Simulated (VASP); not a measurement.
# Al: single point with PBE+D3(BJ)

The system is Al.

```
Al
1.0
     0.00000    2.05943    2.05943
     2.05943    0.00000    2.05943
     2.05943    2.05943    0.00000
Al
1
Direct
  0.00000 0.00000 0.00000
```

```yaml
Program: VASP 6.6.1
Task: single point
Functional: PBE
Dispersion: D3(BJ)
Potentials_or_basis: VASP PAW PBE potentials, release 64 (Al)
Cutoff: 520 eV
k_mesh: 22 × 22 × 22
Occupations: gaussian, width 0.15 eV
Spin: no spin polarisation
Dipole_correction: no
Further_INCAR_settings: ALGO = Normal; EDIFF = 1e-06; NBANDS = 8
```

| Quantity | Value |
| --- | --- |
| Pressure | -7.0 GPa |
| Band gap on the k mesh | zero (an odd number of electrons rules out a gap without spin polarisation) |
| Dispersion energy per atom | -0.317 eV |

Levels at points of the mesh, in eV from the Fermi level:
| k point | band 1 | band 2 | band 3 | band 4 | band 5 |
| --- | --- | --- | --- | --- | --- |
| (0.00, 0.00, 0.00) | -10.72 | 12.34 | 12.34 | 12.34 | 13.41 |
| (0.50, 0.00, 0.00) | -4.34 | -4.28 | 10.84 | 10.84 | 11.23 |
| (0.50, 0.50, 0.00) | -2.76 | -1.57 | 5.27 | 5.36 | 5.36 |

It took 15 s on 1 thread of Intel(R) Xeon(R) Platinum 8488C (Sapphire Rapids), on a shared host, peak memory 0.17 GiB.

Caveat: the cell stands under tension.
